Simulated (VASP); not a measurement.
Wanted: the native input for a VASP 6.6.1 run.

* Task: single point
* Functional: PBE
* Potentials or basis: VASP PAW PBE potentials, release 64 (V_sv, O)
* Cutoff: 600 eV
* k mesh: 6 × 6 × 10
* Occupations: gaussian, width 0.02 eV
* Spin: collinear spin, ferromagnetic start
* Starting moments: [-0.89, -0.89, 0.0, 0.0, 0.0, 0.0] μB
* Hubbard terms: V d U = 3.25 eV
* Dipole correction: no
* Further INCAR settings: ALGO = Normal; EDIFF = 1e-06; NBANDS = 38

The structure of VO2 lies in POSCAR:

```
VO2
1.0
    4.2368627753      0.0000000000      0.0000000000
    0.0000000000      4.2368627753      0.0000000000
    0.0000000000      0.0000000000      2.9051910780
V O
2 4
Direct
    0.0000000000      0.0000000000      0.0000000000
    0.5000000000      0.5000000000      0.5000000000
    0.2993213241      0.2993213241      0.0000000000
    0.7006786759      0.7006786759      0.0000000000
    0.7993213241      0.2006786759      0.5000000000
    0.2006786759      0.7993213241      0.5000000000
```

The input as run:

INCAR

```
SYSTEM = VO2
  PREC = Accurate
  ENCUT = 600
  EDIFF = 1E-6
  ISMEAR = 0
  SIGMA = 0.02
  LREAL = .FALSE.
  LASPH = .TRUE.
  NELM = 200
  ALGO = Normal
  ISIF = 2
  LWAVE = .FALSE.
  LCHARG = .FALSE.
  ISPIN = 2
  MAGMOM = -0.89 -0.89 0 0 0 0
  LORBIT = 11
  LMAXMIX = 4
  LDAU = .TRUE.
  LDAUTYPE = 2
  LDAUL = 2 -1
  LDAUU = 3.25 0
  LDAUJ = 0 0
  LDAUPRINT = 1
  GGA = PE
  NBANDS = 38
  GGA_COMPAT = .FALSE.
```

KPOINTS

```
Automatic mesh
0
G
  6 6 10
  0 0 0
```

Potentials or basis: VASP PAW PBE potentials, release 64 (V_sv, O).

Run with:

```sh
$ cat potpaw_PBE.64/V_sv/POTCAR potpaw_PBE.64/O/POTCAR > POTCAR
$ mpirun -np 1 vasp_std > vasp.out
```

Results of the run:

| Property | Result |
| --- | --- |
| Pressure | 55.1 GPa |
| Largest force | 0.087 eV/Å |
| Band gap on the k mesh | 0.92 eV (least direct gap 1.19 eV) |
| Net moment | -2.00 μB per cell |
| Site moments | V -1.03; O +0.03 μB |
| Valence electrons inside the program's atomic spheres | V 11.77; O 5.17 |

Caveat: the cell stands under pressure.

Run time: 100 s on 1 thread of Intel(R) Xeon(R) 6975P-C (Granite Rapids) (shared host), peak memory 0.33 GiB.
